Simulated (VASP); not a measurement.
**GaP: single point with PBE**

**The experiment to reproduce.**

“Stacking defects in GaP nanowires: Electronic structure and optical properties”, 2018, arxiv:1810.01194 quotes, for a bulk crystal of GaP at 10 K: band gap 2.34 eV (indirect).

The system is GaP.

```
Ga P
1.0
     0.00000    2.72525    2.72525
     2.72525    0.00000    2.72525
     2.72525    2.72525    0.00000
Ga P
1 1
Direct
  0.00000 0.00000 0.00000
  0.75000 0.75000 0.75000
```

```yaml
Program: VASP 6.6.1
Task: single point
Functional: PBE
Potentials_or_basis: VASP PAW PBE potentials, release 64 (Ga_d, P)
Cutoff: 520 eV
k_mesh: 5 × 5 × 5
Occupations: fermi-dirac, width 0.04 eV
Spin: no spin polarisation
Dipole_correction: no
Further_INCAR_settings: ALGO = Normal; EDIFF = 1e-07; NBANDS = 16
```

```json
{"Pressure": "2.6 GPa", "Band gap on the k mesh": "1.59 eV, indirect (least direct gap 1.82 eV)"}
```

Levels at points of the mesh, in eV from the valence-band top:
| k point | band 5 | band 6 | band 7 | band 8 | band 9 | band 10 | band 11 | band 12 | band 13 | band 14 |
| --- | --- | --- | --- | --- | --- | --- | --- | --- | --- | --- |
| (0.00, 0.00, 0.00) | -14.47 | -12.50 | 0.00 | 0.00 | 0.00 | 1.82 | 3.88 | 3.88 | 3.88 | 8.80 |

It took 12 s on 1 thread of AMD EPYC 7R43 64-Core Processor (Zen 3), on a shared host, peak memory 0.12 GiB.

Measured gap of GaP: 2.34 eV (indirect; 10 K; quoted in “Stacking defects in GaP nanowires: Electronic structure and optical properties”, 2018, arxiv:1810.01194). This calculation gives 1.59 eV (-0.75 eV). Spin-orbit coupling on Ga is left out. The value is that of PBE on a finite k mesh, which can miss the band edges, without temperature or zero-point motion. Semilocal functionals fall short of measured gaps as a rule.
